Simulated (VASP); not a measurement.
Input of a VASP 6.6.1 run:

POSCAR

```
Sb
1.0
    3.2015837161      0.0000000000      0.0000000000
    0.0000000000      3.2015837161      0.0000000000
    0.0000000000      0.0000000000      3.2015837161
Sb
1
Direct
    0.0000000000      0.0000000000      0.0000000000
```

Contents of INCAR.step1:

```
  PREC = Accurate
  ENCUT = 520
  ISMEAR = -1
  SIGMA = 0.05
  LREAL = False
  LASPH = True
  NELM = 80
  NBANDS = 8
  GGA = PE
  ALGO = Normal
  EDIFF = 1E-4
  LWAVE = True
  LCHARG = False
```

File INCAR.step2:

```
  PREC = Accurate
  ENCUT = 520
  EDIFF = 1E-6
  ISMEAR = -1
  SIGMA = 0.05
  LREAL = False
  LASPH = True
  NELM = 80
  ALGO = Normal
  ISIF = 2
  LWAVE = False
  LCHARG = False
  METAGGA = R2SCAN
  LMIXTAU = True
  NBANDS = 8
  ISTART = 1
```

File KPOINTS:

```
Automatic mesh
0
Gamma
  8 8 8
```

Potentials or basis: VASP PAW PBE potentials, release 64 (Sb).

Command:

```bash
$ cat potpaw_PBE.64/Sb/POTCAR > POTCAR
$ cp INCAR.step1 INCAR
$ mpirun -np 1 vasp_std > vasp.out
$ cp INCAR.step2 INCAR
$ mpirun -np 1 vasp_std > vasp.out
```

Question: Estimate the pressure.

Answer: -5.0 GPa.

Caveat: the PAW data sets were made with another functional, which shifts forces and pressure a little.
